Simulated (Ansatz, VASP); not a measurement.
## Be in VASP and in Ansatz

INCAR

```
SYSTEM = Be
ALGO = Fast ; EDIFF = 1E-6
ENCUT = 520 ; GGA = PS
ISIF = 2 ; ISMEAR = 0
LASPH = .TRUE. ; LCHARG = .TRUE.
LELF = .TRUE. ; LREAL = .FALSE.
LVHAR = .TRUE. ; LWAVE = .FALSE.
NBANDS = 7 ; NELM = 80
PREC = Accurate ; SIGMA = 0.1
```

The input KPOINTS:

```
k-points
0
G
  18 18 16
  0 0 0
```

The input POSCAR:

```
Be
1.0
    2.8113050491      0.0000000000      0.0000000000
   -1.4056525246      2.4346615903      0.0000000000
    0.0000000000      0.0000000000      2.5908730546
Be
1
Direct
    0.0000000000      0.0000000000      0.0000000000
```

Input for Ansatz:

```yaml
crystal:
  lattice:
    - [2.8113050491, 0.0, 0.0]
    - [-1.4056525246, 2.4346615903, 0.0]
    - [0.0, 0.0, 2.5908730546]
  atoms:
    - { symbol: Be, position: [0.0, 0.0, 0.0] }
basis:
  ecutwfc: 420
kpoints:
  mp_grid: { grid: [18, 18, 16] }
hamiltonian:
  xc: pbesol
scf:
  occupations: { method: gaussian, width: 0.1 }
output:
  forces: true
  stress: true
  eigenvalues: true
```

Alike in both runs: task single point; functional PBEsol; k mesh 18 × 18 × 16; occupations gaussian, width 0.1 eV; no spin polarisation.

```csv
,VASP,Ansatz
version,VASP 6.6.1,Ansatz 0.2.0
potentials or method,"VASP PAW PBE potentials, release 64 (Be), cutoff 520 eV","scalar-relativistic, plane waves, PAW"
valence electrons in the cell,2,2
```

|  | VASP | Ansatz | Ansatz less VASP |
| --- | --- | --- | --- |
| gap on the k mesh at the Fermi level (eV) | none | none | - |
| pressure (GPa) | -18.9 | -19.0 | -0.03 |
| traceless stress, the component that is largest in VASP (GPa) | 6.12 | 6.10 | -0.017 |

VASP's potentials were made for PBE, not for PBEsol. A gap of «none» marks a metal or a gap that the smearing closes.
